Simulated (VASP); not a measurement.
# GaSb (I-4m2) in VASP: a series of runs

GaSb is run at these levels: LDA; tasks: single point.

Program: VASP 6.6.1. These are calculated values, not measurements. Logs are shortened: lines on timing, memory, paths and dates and some standing lists are left out, and cuts for length are marked.

**1. The cell of the first run**

The structure is tetragonal, space group I-4m2 (No. 119). The conventional cell has a = 5.112 Å, b = 5.112 Å, c = 3.231 Å, α = 90.00°, β = 90.00°, γ = 90.00°. Within 3.6 Å of Ga (site symmetry -4m2) lie 8 Sb at 2.68 to 3.52 Å and 2 Ga at 3.23 Å. Within 3.6 Å of Sb (site symmetry -4m2) lie 8 Ga at 2.68 to 3.52 Å and 2 Sb at 3.23 Å.

**2. Single point, LDA**

Contents of INCAR:

```
PREC     = Accurate       # precision mode
ENCUT    = 520            # plane-wave cutoff, eV
EDIFF    = 1E-6           # SCF threshold, eV
ISMEAR   = 0              # smearing method
SIGMA    = 0.15           # smearing width, eV
LREAL    = False          # projectors in reciprocal space
LASPH    = True           # aspherical terms in the spheres
NELM     = 60             # most SCF steps
ALGO     = Normal         # electronic algorithm
ISIF     = 2              # what is computed and relaxed
LWAVE    = False          # write WAVECAR
LCHARG   = False          # write CHGCAR
NBANDS   = 16             # bands
```

Contents of KPOINTS:

```
regular mesh
0
Gamma
  16 16 16
```

Contents of POSCAR:

```
GaSb
1.0
   -2.5558000000      2.5558000000      1.6156000000
    2.5558000000     -2.5558000000      1.6156000000
    2.5558000000      2.5558000000     -1.6156000000
Ga Sb
1 1
Direct
    0.2500000000      0.7500000000      0.5000000000
    0.0000000000      0.0000000000      0.0000000000
```

Potentials or basis: VASP PAW LDA potentials, release 64 (Ga_d, Sb).

Launch:

```bash
$ cat potpaw_LDA.64/Ga_d/POTCAR potpaw_LDA.64/Sb/POTCAR > POTCAR
$ mpirun -np 1 vasp_std > vasp.out
```

OUTCAR:

```text
PREC = Accurate
   ENCUT = 520
   EDIFF = 1E-6
   ISMEAR = 0
   LREAL = False
   LASPH = True
   NELM = 60
   ISIF = 2

 ion  position               nearest neighbor table
   1  0.250  0.750  0.500-   2 2.68   2 2.68   2 2.68   2 2.68
   2  0.000  0.000  0.000-   1 2.68   1 2.68   1 2.68   1 2.68

  LATTYP: Found a body centered tetragonal cell.
 ALAT       =     5.1116000000
 C/A-ratio  =     0.6321308397

  Lattice vectors:

 A1 = (  -2.5558000000,   2.5558000000,   1.6156000000)
 A2 = (   2.5558000000,  -2.5558000000,   1.6156000000)
 A3 = (   2.5558000000,   2.5558000000,  -1.6156000000)

Analysis of symmetry for initial positions (statically):
=====================================================================
 Subroutine PRICEL returns:
 Original cell was already a primitive cell.

 Routine SETGRP: Setting up the symmetry group for a
 body centered tetragonal supercell.

 Subroutine GETGRP returns: Found  8 space group operations
 (whereof  8 operations were pure point group operations)
 out of a pool of 16 trial point group operations.

The static configuration has the point symmetry D_2d.

Analysis of symmetry for dynamics (positions and initial velocities):
=====================================================================
 Subroutine PRICEL returns:
 Original cell was already a primitive cell.

 Routine SETGRP: Setting up the symmetry group for a
 body centered tetragonal supercell.

 Subroutine GETGRP returns: Found  8 space group operations
 (whereof  8 operations were pure point group operations)
 out of a pool of 16 trial point group operations.

The dynamic configuration has the point symmetry D_2d.

 Subroutine INISYM returns: Found  8 space group operations
 (whereof  8 operations are pure point group operations),
 and found     1 'primitive' translations

----------------------------------------------------------------------------------------

                                     Primitive cell

  volume of cell :      42.2131

  direct lattice vectors                    reciprocal lattice vectors
    -2.555800000  2.555800000  1.615600000     0.000000000  0.195633461  0.309482545
     2.555800000 -2.555800000  1.615600000     0.195633461  0.000000000  0.309482545
     2.555800000  2.555800000 -1.615600000     0.195633461  0.195633461  0.000000000

  length of vectors
     3.959089623  3.959089623  3.959089623     0.366130983  0.366130983  0.276667494

  position of ions in fractional coordinates (direct lattice)
     0.250000000  0.750000000  0.500000000
     0.000000000  0.000000000  0.000000000

  ion indices of the primitive-cell ions
   primitive index   ion index
                 1           1
                 2           2

----------------------------------------------------------------------------------------

 KPOINTS: regular mesh

Automatic generation of k-mesh.
 Grid dimensions read from file:
 generate k-points for:   16   16   16

 Generating k-lattice:

  Cartesian coordinates                     Fractional coordinates (reciprocal lattice)
     0.000000000  0.012227091  0.019342659     0.062500000  0.000000000 -0.000000000
     0.012227091  0.000000000  0.019342659     0.000000000  0.062500000 -0.000000000
     0.012227091  0.012227091  0.000000000     0.000000000  0.000000000  0.062500000

  Length of vectors
     0.022883186  0.022883186  0.017291718

  Shift w.r.t. Gamma in fractional coordinates (k-lattice)
     0.000000000  0.000000000  0.000000000

 Subroutine IBZKPT returns following result:
 ===========================================

 Found    349 irreducible k-points:

 Following reciprocal coordinates:
            Coordinates               Weight
  0.000000  0.000000  0.000000      1.000000
  0.062500  0.000000 -0.000000      8.000000
  0.125000  0.000000 -0.000000      8.000000
  0.187500  0.000000 -0.000000      8.000000
  0.250000  0.000000 -0.000000      8.000000
  0.312500  0.000000 -0.000000      8.000000
[... 16 lines left out ...]
 -0.125000  0.062500  0.000000     16.000000
 -0.062500  0.062500  0.000000      4.000000
 [... further k-points ...]
   k-points           NKPTS =    349   k-points in BZ     NKDIM =    349   number of bands    NBANDS=     16
   number of dos      NEDOS =    301   number of ions     NIONS =      2
   total plane-waves  NPLWV =  27000
   dimension x,y,z NGX =    30 NGY =   30 NGZ =   30
   dimension x,y,z NGXF=    60 NGYF=   60 NGZF=   60
   ions per type =               1   1
   NGX,Y,Z   is equivalent  to a cutoff of  12.60, 12.60, 12.60 a.u.
   NGXF,Y,Z  is equivalent  to a cutoff of  25.19, 25.19, 25.19 a.u.
 SYSTEM =  unknown system
   PREC   = accura    normal or accurate (medium, high low for compatibility)
   ISTART =      0    job   : 0-new  1-cont  2-samecut
   ICHARG =      2    charge: 1-file 2-atom 10-const
   ISPIN  =      1    spin polarized calculation?
   LNONCOLLINEAR =      F non collinear calculations
   LSORBIT =      F    spin-orbit coupling
   LASPH  =      T    aspherical Exc in radial PAW
   ENCUT  =  520.0 eV  38.22 Ry    6.18 a.u.   7.36  7.36  7.36*2*pi/ulx,y,z
   NELM   =     60;   NELMIN=  2; NELMDL= -5     # of ELM steps
   EDIFF  = 0.1E-05   stopping-criterion for ELM
   LREAL  =      F    real-space projection
   EDIFFG = 0.1E-04   stopping-criterion for IOM
   NSW    =      0    number of steps for IOM
   IBRION =     -1    ionic relax: 0-MD 1-quasi-New 2-CG
   NFREE  =      0    steps in history (QN), initial steepest desc. (CG)
   ISIF   =      2    stress and relaxation
   ISYM   =      2    0-nonsym 1-usesym 2-fastsym
   POTIM  = 0.5000    time-step for ionic-motion
   TEBEG  =    0.0;   TEEND  =   0.0 temperature during run
   PSTRESS=    0.0 pullay stress
   NELECT =      18.0000    total number of electrons
   NUPDOWN=      -1.0000    fix difference up-down
   EMIN   =  10.00;   EMAX   =-10.00  energy-range for DOS
   EFERMI =   0.00;   METHOD = LEGACY
   ISMEAR =     0;   SIGMA  =   0.15  broadening in eV -4-tet -1-fermi 0-gaus
   EFERMI_NEDOS =   21; number of points for ismear=-14 and -15
   IALGO  =     38    algorithm
   IMIX   =      4    mixing-type and parameters
     AMIX     =   0.40;   BMIX     =  1.00
     AMIX_MAG =   1.60;   BMIX_MAG =  1.00
  volume/ion in A,a.u.               =      21.11       142.43
  Fermi-wavevector in a.u.,A,eV,Ry     =   1.232206  2.328531 20.658139  1.518330
  Thomas-Fermi vector in A             =   2.366985
   LORBIT       =      0    0 simple, 1 ext, 2 COOP (PROOUT), +10 PAW based schemes
   GGA     = CA    functional components
   LHFCALC =     F    Hartree Fock is set to
   AEXX    =    0.0000 exact exchange contribution
   IVDW    =     0    specifies the selected vdW correction
   LEPSILON=     F    determine dielectric tensor
   LRPA    =     F    only Hartree local field effects (RPA)
 non-spin polarized calculation
 Gauss-broadening in eV      SIGMA  =   0.15
  energy-cutoff  :      520.00
  volume of cell :       42.21
 maximum number of plane-waves:      1162
 NGX is ok and might be reduce to    30
   NGX = 15   NGY = 15   NGZ = 15

 number of electron      18.0000007 magnetization

 Free energy of the ion-electron system (eV)
  ---------------------------------------------------
  ext. energy  EPLUGINS =         0.00000000
  ---------------------------------------------------
  free energy    TOTEN  =        -8.27757332 eV

  energy without entropy =       -8.26835210  energy(sigma->0) =       -8.27296271

 E-fermi :   8.0111     XC(G=0): -11.0642

 val. band max:        8.0020717194   @ k =   0.1250   0.0000  -0.0000
 cond. band min:       8.0137442871   @ k =  -0.3125  -0.3125   0.0625
 fundamental gap:      0.0116725676
 Fermi energy:         8.0111083026

 k-point     1 :       0.0000    0.0000    0.0000
  band No.  band energies     occupation
      1      -7.2550      2.00000
      2      -7.1903      2.00000
      3      -7.1816      2.00000
      4      -7.1532      2.00000
      5      -7.1532      2.00000
      6      -5.0079      2.00000
[... 8 lines left out ...]
     15      17.5505      0.00000
     16      18.3851      0.00000

 k-point     2 :       0.0625    0.0000   -0.0000
  band No.  band energies     occupation
      1      -7.2505      2.00000
      2      -7.1916      2.00000
      3      -7.1806      2.00000
      4      -7.1550      2.00000
      5      -7.1550      2.00000
      6      -4.9305      2.00000
[... 8 lines left out ...]
     15      17.8771      0.00000
     16      18.3215      0.00000

 k-point     3 :       0.1250    0.0000   -0.0000
  band No.  band energies     occupation
      1      -7.2382      2.00000
      2      -7.1952      2.00000
      3      -7.1782      2.00000
      4      -7.1597      2.00000
      5      -7.1595      2.00000
      6      -4.6986      2.00000
[... 8 lines left out ...]
     15      17.3655      0.00000
     16      18.6169      0.00000

 k-point     4 :       0.1875    0.0000   -0.0000
  band No.  band energies     occupation
      1      -7.2229      2.00000
      2      -7.1990      2.00000
      3      -7.1785      2.00000
      4      -7.1657      2.00000
      5      -7.1622      2.00000
      6      -4.3139      2.00000
[... 8 lines left out ...]
     15      16.6579      0.00000
     16      19.0058      0.00000
[... 324 lines left out ...]
 k-point    22 :      -0.1875    0.0625    0.0000
  band No.  band energies     occupation
      1      -7.2360      2.00000
      2      -7.1993      2.00000
      3      -7.1774      2.00000
      4      -7.1598      2.00000
      5      -7.1563      2.00000
      6      -4.5714      2.00000
[... 8 lines left out ...]
     15      17.0198      0.00000
     16      18.3398      0.00000

 k-point    23 :      -0.1250    0.0625    0.0000
  band No.  band energies     occupation
      1      -7.2485      2.00000
      2      -7.1945      2.00000
      3      -7.1795      2.00000
      4      -7.1553      2.00000
      5      -7.1530      2.00000
      6      -4.8458      2.00000
[... 8 lines left out ...]
     15      17.4555      0.00000
     16      18.0526      0.00000

 k-point    24 :      -0.0625    0.0625    0.0000
  band No.  band energies     occupation
      1      -7.2539      2.00000
      2      -7.1918      2.00000
      3      -7.1810      2.00000
      4      -7.1534      2.00000
      5      -7.1522      2.00000
      6      -4.9657      2.00000
[... 8 lines left out ...]
     15      17.3446      0.00000
     16      18.3298      0.00000

 [... further k-points ...]

------------------------ aborting loop because EDIFF is reached ----------------------------------------

  FORCE on cell =-STRESS in cart. coord.  units (eV):
  Direction    XX          YY          ZZ          XY          YZ          ZX
  --------------------------------------------------------------------------------------
  -------------------------------------------------------------------------------------
  Total        2.0706878      2.0706878      0.2625673      0.0000000      0.0000000      0.0000000
  in kB       78.5918743     78.5918743      9.9656039      0.0000000      0.0000000      0.0000000
  external PRESSURE =      55.7164508 kB  Pullay stress =       0.0000000 kB

 VOLUME and BASIS-vectors are now :
 -----------------------------------------------------------------------------
  energy-cutoff  :      520.00
  volume of cell :       42.21
      direct lattice vectors                 reciprocal lattice vectors
    -2.555800000  2.555800000  1.615600000     0.000000000  0.195633461  0.309482545
     2.555800000 -2.555800000  1.615600000     0.195633461  0.000000000  0.309482545
     2.555800000  2.555800000 -1.615600000     0.195633461  0.195633461  0.000000000

 POSITION                                       TOTAL-FORCE (eV/Angst)
 -----------------------------------------------------------------------------------
      2.55580     -0.00000      0.80780        -0.000000      0.000000     -0.000000
      0.00000      0.00000      0.00000         0.000000     -0.000000      0.000000
 -----------------------------------------------------------------------------------
    total drift:                               -0.000000      0.000000      0.000000

  FREE ENERGIE OF THE ION-ELECTRON SYSTEM (eV)
  ---------------------------------------------------
  free  energy   TOTEN  =        -8.2775733212 eV

  energy  without entropy=       -8.2683521018  energy(sigma->0) =       -8.27296271
```

Wall time 1.9 min (1 thread of Intel Xeon Platinum 8488C (Sapphire Rapids), shared host); peak memory 0.34 GiB.

Results:

```yaml
Free_energy: -8.2776 eV
Pressure: 5.6 GPa
Band_gap_on_the_k_mesh: zero (bands 9 and 10 overlap by 5.77 eV)
```

Caveat: the cell stands under pressure; spin-orbit coupling is left out, which moves the levels of the heavy elements.

**3. Single point, LDA**

This run uses another cell than the first one, of 21.16 Å³/atom.

Contents of INCAR:

```
ALGO     = Normal         # electronic algorithm
EDIFF    = 1E-6           # SCF threshold, eV
ENCUT    = 520            # plane-wave cutoff, eV
GGA      = CA             # functional
ISIF     = 2              # what is computed and relaxed
ISMEAR   = 0              # smearing method
LASPH    = True           # aspherical terms in the spheres
LCHARG   = False          # write CHGCAR
LREAL    = False          # projectors in reciprocal space
LWAVE    = False          # write WAVECAR
NBANDS   = 16             # bands
NELM     = 80             # most SCF steps
PREC     = Accurate       # precision mode
SIGMA    = 0.15           # smearing width, eV
```

Contents of KPOINTS:

```
k-points
0
Gamma
  16 16 16
```

Contents of POSCAR:

```
GaSb
1.0
   -2.6006500000      2.6006500000      1.5643000000
    2.6006500000     -2.6006500000      1.5643000000
    2.6006500000      2.6006500000     -1.5643000000
Ga Sb
1 1
Direct
    0.2500000000      0.7500000000      0.5000000000
    0.0000000000      0.0000000000      0.0000000000
```

Potentials or basis: VASP PAW LDA potentials, release 64 (Ga_d, Sb).

Launch:

```bash
$ cat potpaw_LDA.64/Ga_d/POTCAR potpaw_LDA.64/Sb/POTCAR > POTCAR
$ mpirun -np 1 vasp_std > vasp.out
```

Run time: 2.6 min. Hardware: 1 thread of Intel Xeon Platinum 8488C (Sapphire Rapids), shared host; peak memory 0.34 GiB.

It converged, with:

```
Free energy            : -8.3331 eV
Pressure               : 4.5 GPa
Band gap on the k mesh : zero (bands 9 and 10 overlap by 5.75 eV)
```

Stress tensor (GPa, compression positive):
```
6.00 0.00 0.00
0.00 6.00 0.00
0.00 0.00 1.59
```

Levels at points of the mesh, in eV from the Fermi level:
```tsv
k point	band 7	band 8	band 9	band 10	band 11	band 12
(0.00, 0.00, 0.00)	-2.18	-2.03	-2.03	3.41	5.16	7.48
(0.50, 0.00, 0.00)	-6.42	-2.46	-1.95	-1.30	2.18	3.66
(0.50, 0.50, 0.00)	-8.88	0.22	1.82	2.86	2.90	4.55
(0.50, 0.50, 0.50)	-6.22	-5.73	-5.73	3.02	4.37	12.01
```

Caveat: the cell stands under pressure; spin-orbit coupling is left out, which moves the levels of the heavy elements.
